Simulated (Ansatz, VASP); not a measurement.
Ag: VASP beside Ansatz

INCAR

```
SYSTEM = Ag
ALGO     = Fast           ! electronic algorithm
EDIFF    = 1E-6           ! SCF threshold, eV
ENCUT    = 520            ! plane-wave cutoff, eV
GGA      = PS             ! functional
ISIF     = 2              ! what is computed and relaxed
ISMEAR   = 0              ! smearing method
LASPH    = .TRUE.         ! aspherical terms in the spheres
LCHARG   = .FALSE.        ! write CHGCAR
LREAL    = .FALSE.        ! projectors in reciprocal space
LWAVE    = .FALSE.        ! write WAVECAR
NBANDS   = 18             ! bands
NELM     = 60             ! most SCF steps
PREC     = Accurate       ! precision mode
SIGMA    = 0.15           ! smearing width, eV
```

KPOINTS

```
k-points
0
G
  24 24 14
  0 0 0
```

Contents of POSCAR:

```
Ag
1.0
    2.7810507883      0.0000000000      0.0000000000
   -1.3905253941      2.4084606319      0.0000000000
    0.0000000000      0.0000000000      4.6907149281
Ag
2
Direct
    0.3333333333      0.6666666667      0.2500000000
    0.6666666667      0.3333333333      0.7500000000
```

Input for Ansatz:

```yaml
crystal:
  lattice:
    - [2.7810507883, 0.0, 0.0]
    - [-1.3905253941, 2.4084606319, 0.0]
    - [0.0, 0.0, 4.6907149281]
  atoms:
    - { symbol: Ag, position: [0.3333333333, 0.6666666667, 0.25] }
    - { symbol: Ag, position: [0.6666666667, 0.3333333333, 0.75] }
basis:
  ecutwfc: 420
kpoints:
  mp_grid: { grid: [24, 24, 14] }
hamiltonian:
  xc: pbesol
scf:
  occupations: { method: gaussian, width: 0.15 }
output:
  forces: true
  stress: true
  eigenvalues: true
```

Change from the starting cell: strain -0.0300 x Voigt [1, 1, 0, 0, 0, 0], atoms carried along.

Alike in both runs: task single point; functional PBEsol; k mesh 24 × 24 × 14; occupations gaussian, width 0.15 eV; no spin polarisation.

|  | VASP | Ansatz |
| --- | --- | --- |
| version | VASP 6.6.1 | Ansatz 0.2.0 |
| potentials or method | VASP PAW PBE potentials, release 64 (Ag), cutoff 520 eV | scalar-relativistic, plane waves, PAW |
| valence electrons in the cell | 22 | 38 |

|  | VASP | Ansatz | Ansatz less VASP |
| --- | --- | --- | --- |
| gap on the k mesh at the Fermi level (eV) | none | none | - |
| pressure (GPa) | 8.2 | 8.6 | +0.39 |
| traceless stress, the component that is largest in VASP (GPa) | -2.90 | -2.92 | -0.020 |

VASP's potentials were made for PBE, not for PBEsol. A gap of «none» marks a metal or a gap that the smearing closes. VASP's potentials hold 22 valence electrons a cell and Ansatz's 38, so a difference there can come from the potentials and not from the codes.
